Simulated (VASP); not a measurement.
## AlN: single point with PBE

Crystal: AlN.

```
CELL_PARAMETERS angstrom
4.40317 0.00000 0.00000
0.00000 2.20159 -2.20159
0.00000 9.78674 9.78674
ATOMIC_POSITIONS crystal
Al 0.00000 0.00000 0.16871
Al 0.50000 0.50000 0.28118
Al 0.00000 0.00000 0.39366
Al 0.50000 0.50000 0.50614
Al 0.00000 0.00000 0.61862
Al 0.50000 0.50000 0.05623
N 0.75000 0.00000 0.28118
N 0.25000 0.50000 0.39366
N 0.75000 0.00000 0.50614
N 0.25000 0.50000 0.61862
N 0.75000 0.00000 0.05623
N 0.25000 0.50000 0.16871
```

This cell differs from its parent crystal: the distance across one plane changed.

* Program: VASP 6.6.1
* Task: single point
* Functional: PBE
* Potentials or basis: VASP PAW PBE potentials, release 64 (Al, N)
* Cutoff: 520 eV
* k mesh: 5 × 7 × 3
* Occupations: gaussian, width 0.05 eV
* Spin: no spin polarisation
* Dipole correction: no
* Further INCAR settings: ALGO = Normal; EDIFF = 1e-06; NBANDS = 36

```yaml
Pressure: -3.9 GPa
Largest_force: 3.067 eV/Å
Band_gap_on_the_k_mesh: 1.31 eV (least direct gap 1.60 eV)
```

Forces in eV/Å, atoms in the order of the input:
```
Al  -0.476 -0.483 -0.483
Al   0.201 -0.002 -0.002
Al   0.201  0.002  0.002
Al  -0.476  0.483  0.483
Al   2.558 -1.196 -1.196
Al   2.558  1.196  1.196
N   -0.007  0.210  0.210
N   -0.007 -0.210 -0.210
N   -0.461  0.367  0.367
N   -1.815  0.456  0.456
N   -1.815 -0.456 -0.456
N   -0.461 -0.367 -0.367
```

Stress tensor (GPa, compression positive):
```
-6.18  0.00  0.00
 0.00 -2.75  0.03
 0.00  0.03 -2.75
```

Levels at points of the mesh, in eV from the valence-band top:
| k point | band 20 | band 21 | band 22 | band 23 | band 24 | band 25 | band 26 | band 27 | band 28 | band 29 |
| --- | --- | --- | --- | --- | --- | --- | --- | --- | --- | --- |
| (0.00, 0.00, 0.00) | -0.74 | -0.36 | -0.31 | -0.30 | -0.29 | 1.31 | 1.92 | 3.44 | 4.31 | 4.67 |

It took 2.9 min on 1 thread of Intel(R) Xeon(R) Platinum 8375C CPU @ 2.90GHz (Ice Lake), with other jobs on the host, peak memory 0.34 GiB.

Caveat: the cell differs from its parent crystal (the distance across one plane changed); the cell stands under tension; an odd mesh through Γ misses points on the zone boundary, where band edges can lie; forces of over 1 eV/Å act on the atoms, so gaps and moduli don't describe the material at rest.
